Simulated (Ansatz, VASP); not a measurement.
## Nb in VASP and in Ansatz

POSCAR

```
Nb
1.0
    0.0000000000      2.0851442534      2.0851442534
    2.0851442534      0.0000000000      2.0851442534
    2.0851442534      2.0851442534      0.0000000000
Nb
1
Direct
    0.0000000000      0.0000000000      0.0000000000
```

File INCAR.step1:

```
PREC = Accurate
ENCUT = 520
ISMEAR = 0
SIGMA = 0.1
LREAL = F
LASPH = T
NELM = 80
NBANDS = 12
GGA = PE
ALGO = Normal
EDIFF = 1E-4
LWAVE = T
LCHARG = F
```

The input INCAR.step2:

```
PREC = Accurate
ENCUT = 520
EDIFF = 1E-6
ISMEAR = 0
SIGMA = 0.1
LREAL = F
LASPH = T
NELM = 80
ALGO = Normal
ISIF = 2
LWAVE = F
LCHARG = F
METAGGA = R2SCAN
LMIXTAU = T
NBANDS = 12
ISTART = 1
```

File KPOINTS:

```
regular mesh
0
Gamma
  18 18 18
```

Input for Ansatz:

```yaml
crystal:
  lattice:
    - [0.0, 2.0851442534, 2.0851442534]
    - [2.0851442534, 0.0, 2.0851442534]
    - [2.0851442534, 2.0851442534, 0.0]
  atoms:
    - { symbol: Nb, position: [0.0, 0.0, 0.0] }
basis:
  ecutwfc: 500
kpoints:
  mp_grid: { grid: [18, 18, 18] }
hamiltonian:
  xc: r2scan
scf:
  occupations: { method: gaussian, width: 0.1 }
output:
  forces: true
  stress: true
  eigenvalues: true
```

Alike in both runs: task single point; functional r2SCAN; k mesh 18 × 18 × 18; occupations gaussian, width 0.1 eV; no spin polarisation.

```csv
,VASP,Ansatz
version,VASP 6.6.1,Ansatz 0.2.0
potentials or method,"VASP PAW PBE potentials, release 64 (Nb_sv), cutoff 520 eV","scalar-relativistic, plane waves, PAW"
valence electrons in the cell,13,13
```

Ansatz gave:

- gap on the k mesh at the Fermi level (eV): none
- pressure (GPa): 5.4

Which values does VASP return?

gap on the k mesh at the Fermi level (eV): none; pressure (GPa): 5.2.

VASP's potentials were made for PBE, not for r2SCAN. A gap of «none» marks a metal or a gap that the smearing closes.
